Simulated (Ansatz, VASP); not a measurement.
# RbBr: VASP beside Ansatz

Contents of INCAR:

```
SYSTEM = RbBr
PREC = Accurate
ENCUT = 520
EDIFF = 1E-6
ISMEAR = -1
SIGMA = 0.02
LREAL = .FALSE.
LASPH = .TRUE.
NELM = 100
ALGO = Normal
ISIF = 2
LWAVE = .FALSE.
LCHARG = .FALSE.
GGA = PE
NBANDS = 15
```

KPOINTS

```
regular mesh
0
G
  6 6 6
  0 0 0
```

POSCAR

```
RbBr
1.0
   -0.1369801859      3.7325165899      3.7325165899
    3.7325165899     -0.1369801859      3.7325165899
    3.7325165899      3.7325165899     -0.1369801859
Rb Br
1 1
Direct
   -0.0051072763     -0.0051072763     -0.0051072763
    0.2551072763      0.2551072763      0.2551072763
```

Input for Ansatz:

```yaml
crystal:
  lattice:
    - [-0.1369801859, 3.7325165899, 3.7325165899]
    - [3.7325165899, -0.1369801859, 3.7325165899]
    - [3.7325165899, 3.7325165899, -0.1369801859]
  atoms:
    - { symbol: Rb, position: [-0.0051072763, -0.0051072763, -0.0051072763] }
    - { symbol: Br, position: [0.2551072763, 0.2551072763, 0.2551072763] }
kpoints:
  mp_grid: { grid: [6, 6, 6] }
  band_path:
    path:
      - [0.0, 0.0, 0.0]
      - [-0.5, -0.5, 0.0]
      - [-0.375, -0.375, 0.25]
      - [-0.375, 0.0, 0.375]
      - [0.0, 0.0, 0.5]
      - [-0.5, -0.25, 0.25]
    npoints: 1
hamiltonian:
  xc: pbe
scf:
  occupations: { method: fermi_dirac, width: 0.02 }
  n_extra_bands: 4
output:
  forces: true
  stress: true
  eigenvalues: true
```

Change from the starting cell: shear_111 strain -5.3%.

Alike in both runs: task single point; functional PBE; k mesh 6 × 6 × 6; occupations fermi-dirac, width 0.02 eV; no spin polarisation.

|  | VASP | Ansatz |
| --- | --- | --- |
| version | VASP 6.6.1 | Ansatz 0.2.0 |
| potentials or method | VASP PAW PBE potentials, release 64 (Rb_sv, Br) | plane waves, PAW |
| plane-wave cutoff (eV) | 520 | 420 |
| valence electrons in the cell | 16 | 16 |

|  | VASP | Ansatz | Ansatz less VASP |
| --- | --- | --- | --- |
| gap on the k mesh at the Fermi level (eV) | 4.13 | 4.13 | 0.000 |
| pressure (GPa) | 0.7 | 0.7 | -0.02 |
| rms of the force components (eV/Å) | 0.005 | 0.005 | +0.0003 |

Atom by atom the forces differ by 0.000 eV/Å (rms over components).
